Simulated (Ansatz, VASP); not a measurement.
Two plane-wave programs on SiC3

File INCAR:

```
ALGO = Normal
EDIFF = 1E-6
EDIFFG = -0.01
ENCUT = 600
GGA = PE
IBRION = 2
ISIF = 3
ISMEAR = 0
LASPH = T
LCHARG = F
LREAL = F
LWAVE = F
NELM = 100
NSW = 100
PREC = Accurate
SIGMA = 0.1
```

KPOINTS

```
k-points
0
Gamma
  14 14 14
```

File POSCAR:

```
SiC3
1.0
    3.5756969826      0.0000000000      0.0000000000
    0.0000000000      3.5756969826      0.0000000000
    0.0000000000      0.0000000000      3.4043470061
Si C
1 3
Direct
    0.0000000000      0.0000000000      0.5000000000
    0.0000000000      0.0000000000      0.0000000000
    0.5000000000      0.5000000000      0.6987638000
    0.5000000000      0.5000000000      0.3012362000
```

Input for Ansatz:

```yaml
crystal:
  lattice:
    - [3.5756969826, 0.0, 0.0]
    - [0.0, 3.5756969826, 0.0]
    - [0.0, 0.0, 3.4043470061]
  atoms:
    - { symbol: Si, position: [0.0, 0.0, 0.5] }
    - { symbol: C, position: [0.0, 0.0, 0.0] }
    - { symbol: C, position: [0.5, 0.5, 0.6987638] }
    - { symbol: C, position: [0.5, 0.5, 0.3012362] }
basis:
  ecutwfc: 420
kpoints:
  mp_grid: { grid: [14, 14, 14] }
hamiltonian:
  xc: pbe
scf:
  occupations: { method: gaussian, width: 0.1 }
output:
  forces: true
  stress: true
  eigenvalues: true
  write_density: true
  write_potential: true
  elf: true
  volumetric_format: npy
relax:
  adjacent_minimum: "off"
  f_tol: 0.01
  max_steps: 80
  cell: { stress_tol: 0.05 }
```

Alike in both runs: task relaxation of cell and atoms; functional PBE; k mesh 14 × 14 × 14; occupations gaussian, width 0.1 eV; no spin polarisation.

|  | VASP | Ansatz |
| --- | --- | --- |
| version | VASP 6.6.1 | Ansatz 0.2.0 |
| potentials or method | VASP PAW PBE potentials, release 64 (Si, C), cutoff 600 eV | scalar-relativistic, plane waves, PAW |
| valence electrons in the cell | 16 | 16 |

```csv
,VASP,Ansatz,Ansatz less VASP
"gap on the k mesh at the Fermi level, each at its own relaxed structure (eV)",1.04,1.14,+0.100
relaxed volume (Å³/atom),16.67,24.05,+7.373
relaxed cell length with the largest relative difference (Å),4.672,5.610,+0.9380
```

One of these differences is far larger than is usual between the two programs; its cause wasn't traced.

Noted on VASP's run: the volume moved by over 15 % at a fixed basis, so the end points are rough.
